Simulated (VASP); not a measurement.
Runs of VASP 6.6.1 on TiO2. The structure is that of space group P4_2/mnm (No. 136), or close to it. The cells are those of the table. 

| level | potentials or basis | U | cell | gap on the mesh (eV) | pressure (GPa) | largest force (eV/Å) |
| --- | --- | --- | --- | --- | --- | --- |
| PBEsol+U | VASP PAW PBE potentials, release 64 (Ti_sv, O) | Ti d U = 1.0 eV | a = 4.591, b = 4.591, c = 2.949 Å, 6 atoms | 1.95 | (b) | 0.06 |
| LDA | VASP PAW LDA potentials, release 64 (Ti_sv, O) | - | a = 4.600, b = 4.600, c = 2.959 Å, 6 atoms | 1.75 | -7.9 | 0.10 |
| LDA | VASP PAW LDA potentials, release 64 (Ti_sv, O) | - | a = 4.569, b = 4.569, c = 2.939 Å, 6 atoms | 1.80 | (a) | - |
| r2SCAN | VASP PAW PBE potentials, release 64 (Ti_sv, O) | - | a = 4.506, b = 4.506, c = 2.899 Å, 6 atoms | 2.37 | 18.1 | 0.30 |
| LDA | VASP PAW LDA potentials, release 64 (Ti_sv, O) | - | a = 4.690, b = 4.690, c = 3.017 Å, 6 atoms | 1.62 | (c) | 0.35 |

Alike in all rows: task single point; no spin polarisation; k mesh 6 × 6 × 9; cutoff (eV) 520; smearing fermi-dirac 0.05 eV.

Task: Fill in the values left out.

Result: (a) -3.1; (b) 1.7; (c) -19.5.

Caveats: an odd mesh through Γ misses points on the zone boundary, where band edges can lie; the cell stands under tension (at least some runs); the PAW data sets were made with another functional, which shifts forces and pressure a little (at least some runs); the cell stands under pressure (at least some runs).
